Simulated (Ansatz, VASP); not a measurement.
# Sc in VASP and in Ansatz

INCAR

```
SYSTEM = Sc
PREC     = Accurate       ! precision mode
ENCUT    = 500            ! plane-wave cutoff, eV
EDIFF    = 1E-7           ! SCF threshold, eV
ISMEAR   = 0              ! smearing method
SIGMA    = 0.1            ! smearing width, eV
LREAL    = .FALSE.        ! projectors in reciprocal space
LASPH    = .TRUE.         ! aspherical terms in the spheres
NELM     = 120            ! most SCF steps
ALGO     = Normal         ! electronic algorithm
ISIF     = 3              ! what is computed and relaxed
LWAVE    = .FALSE.        ! write WAVECAR
LCHARG   = .FALSE.        ! write CHGCAR
GGA      = PS             ! functional
IBRION   = 2              ! ionic algorithm
NSW      = 80             ! ionic steps
EDIFFG   = -0.05          ! ionic threshold
GGA_COMPAT= .FALSE.      
NELMIN   = 4
```

File KPOINTS:

```
Automatic mesh
0
G
  6 6 4
  0 0 0
```

The input POSCAR:

```
Sc
1.0
    3.0251956938      0.0000000000      0.0000000000
   -1.5125978469      2.6198963222      0.0000000000
    0.0000000000      0.0000000000      4.7884691682
Sc
2
Direct
    0.3333333333      0.6666666667      0.2500000000
    0.6666666667      0.3333333333      0.7500000000
```

Input for Ansatz:

```yaml
crystal:
  lattice:
    - [3.0251956938, 0.0, 0.0]
    - [-1.5125978469, 2.6198963222, 0.0]
    - [0.0, 0.0, 4.7884691682]
  atoms:
    - { symbol: Sc, position: [0.3333333333, 0.6666666667, 0.25] }
    - { symbol: Sc, position: [0.6666666667, 0.3333333333, 0.75] }
basis:
  ecutwfc: 420
kpoints:
  mp_grid: { grid: [6, 6, 4] }
hamiltonian:
  xc: pbesol
scf:
  occupations: { method: gaussian, width: 0.1 }
output:
  forces: true
  stress: true
  eigenvalues: true
relax:
  adjacent_minimum: "off"
  f_tol: 0.05
  max_steps: 60
  cell: { stress_tol: 0.5 }
```

Alike in both runs: task relaxation of cell and atoms; functional PBEsol; k mesh 6 × 6 × 4; occupations gaussian, width 0.1 eV; no spin polarisation.

|  | VASP | Ansatz |
| --- | --- | --- |
| version | VASP 6.6.1 | Ansatz 0.2.0 |
| potentials or method | VASP PAW PBE potentials, release 64 (Sc_sv), cutoff 500 eV | scalar-relativistic, plane waves, PAW |
| valence electrons in the cell | 22 | 22 |

```tsv
	VASP	Ansatz	Ansatz less VASP
gap on the k mesh at the Fermi level, each at its own relaxed structure (eV)	none	none	-
relaxed volume (Å³/atom)	23.70	23.55	-0.143
relaxed cell length with the largest relative difference (Å)	5.061	5.050	-0.0109
```

VASP's potentials were made for PBE, not for PBEsol. A gap of «none» marks a metal or a gap that the smearing closes.

The k mesh is coarse, so the values compare programs but aren't converged. Noted on VASP's run: the volume moved by over 15 % at a fixed basis, so the end points are rough.
